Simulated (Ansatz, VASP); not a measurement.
# One calculation of Ge2Sb2Te, two programs

```
Ge Sb Te
1.0
     4.49238    0.00000    0.00000
    -2.24619    3.89051    0.00000
     0.00000    0.00000    8.57483
Ge Sb Te
2 2 1
Cartesian
  0.0000 0.0000 7.3312
  0.0000 0.0000 1.2436
  0.0000 2.5937 4.2874
  2.2462 1.2968 4.2874
  0.0000 0.0000 4.2874
```

Alike in both runs: task relaxation of cell and atoms; functional PBE; k mesh 4 × 4 × 2; occupations gaussian, width 0.2 eV; no spin polarisation.

```csv
,VASP,Ansatz
version,VASP 6.6.1,Ansatz 0.2.0
potentials or method,"VASP PAW PBE potentials, release 64 (Ge_d, Sb, Te), cutoff 500 eV","scalar-relativistic, plane waves, PAW"
valence electrons in the cell,44,74
```

VASP gave:

- gap on the k mesh at the Fermi level, each at its own relaxed structure (eV): none
- relaxed volume (Å³/atom): 44.36
- relaxed length of the cell vector where the two differ most in proportion (Å): 8.269

Task: Estimate Ansatz's values.

Result: gap on the k mesh at the Fermi level, each at its own relaxed structure (eV): none; relaxed volume (Å³/atom): 43.62; relaxed length of the cell vector where the two differ most in proportion (Å): 8.206.

A gap of «none» marks a metal or a gap that the smearing closes. VASP's potentials hold 44 valence electrons a cell and Ansatz's 74, so a difference there can come from the potentials and not from the codes.

The k mesh is coarse, so the values compare programs but aren't converged. Spin-orbit coupling is off throughout. Noted on VASP's run: the volume moved by over 15 % at a fixed basis, so the end points are rough.
